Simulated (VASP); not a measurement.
Here is a VASP 6.6.1 calculation.

Contents of INCAR:

```
SYSTEM = Al16HC
ALGO = Normal
EDIFF = 1E-6
ENCUT = 520
GGA = PE
ISIF = 2
ISMEAR = -1
IVDW = 12
LASPH = .TRUE.
LCHARG = .TRUE.
LELF = .TRUE.
LREAL = Auto
LVHAR = .TRUE.
LWAVE = .FALSE.
NBANDS = 42
NELM = 60
PREC = Accurate
SIGMA = 0.15
```

The input KPOINTS:

```
k-points
0
G
  4 4 1
  0 0 0
```

File POSCAR:

```
Al16HC
1.0
    5.7275650000      0.0000000000      0.0000000000
    0.0000000000      5.7275650000      0.0000000000
    0.0000000000      0.0000000000     18.0750000000
Al C H
16 1 1
Direct
    0.2499999564      0.2499999564      0.0553249793
    0.7500000436      0.2499999564      0.0553249793
    0.2499999564      0.7500000436      0.0553249793
    0.7500000436      0.7500000436      0.0553249793
   -0.0000083805     -0.0015378263      0.1655576210
    0.5017126824     -0.0026035497      0.1654261134
    0.0008143077      0.4984259454      0.1660602490
    0.5003662115      0.4987314854      0.1657092669
    0.2528247170      0.2445805504      0.2702745228
    0.7515492186      0.2395030000      0.2764466390
    0.2559249873      0.7466268825      0.2764440387
    0.7523724305      0.7450801519      0.2707260858
    0.0062066515     -0.0231068526      0.3884318672
    0.5151264106     -0.0221280771      0.3909718949
    0.0127940931      0.4789211471      0.3861887690
    0.5132442844      0.4860362126      0.3872804426
    0.7698302856      0.7184370671      0.4303734440
    0.7839284233      0.6976037810      0.4908177040
```

Potentials or basis: VASP PAW PBE potentials, release 64 (Al, C, H).

Launch:

```bash
$ cat potpaw_PBE.64/Al/POTCAR potpaw_PBE.64/C/POTCAR potpaw_PBE.64/H/POTCAR > POTCAR
$ mpirun -np 1 vasp_std > vasp.out
```

(1) Estimate the largest force.

(2) Estimate the dispersion energy per atom.

(3) Predict the band gap on the k mesh.

Results:

(1) 0.361 eV/Å.

(2) -0.227 eV.

(3) zero (an odd number of electrons rules out a gap without spin polarisation).
